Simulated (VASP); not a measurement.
Input of a VASP 6.6.1 run:

Contents of INCAR:

```
PREC     = Accurate       # precision mode
ENCUT    = 500            # plane-wave cutoff, eV
EDIFF    = 1E-8           # SCF threshold, eV
ISMEAR   = 0              # smearing method
SIGMA    = 0.01           # smearing width, eV
LREAL    = False          # projectors in reciprocal space
LASPH    = True           # aspherical terms in the spheres
NELM     = 120            # most SCF steps
ALGO     = Normal         # electronic algorithm
ISIF     = 2              # what is computed and relaxed
LWAVE    = False          # write WAVECAR
LCHARG   = False          # write CHGCAR
IBRION   = 8              # ionic algorithm
NSW      = 1              # ionic steps
LEPSILON = True           # dielectric tensor by DFPT
GGA_COMPAT= False
```

KPOINTS

```
Automatic mesh
0
Gamma
  12 12 12
```

Contents of POSCAR:

```
BP
1.0
    0.0000000000      2.1049605360      2.1049605360
    2.1049605360      0.0000000000      2.1049605360
    2.1049605360      2.1049605360      0.0000000000
B P
1 1
Direct
    0.0000000000      0.0000000000      0.0000000000
    0.2500000000      0.2500000000      0.2500000000
```

Potentials or basis: VASP PAW LDA potentials, release 64 (B, P).

The run is started by

```console
$ cat potpaw_LDA.64/B/POTCAR potpaw_LDA.64/P/POTCAR > POTCAR
$ mpirun -np 1 vasp_std > vasp.out
```

(1) What does it give for the electronic dielectric tensor (diagonal)?

(2) Predict the Born charges (mean of the diagonal).

(3) Estimate the highest phonon frequency at Γ, LO-TO splitting left out.

Answers

(1) 9.24.

(2) B -1.27; P +1.27 e.

(3) 991 cm⁻¹.

Caveat: the cell stands under pressure or tension, which shifts response properties.
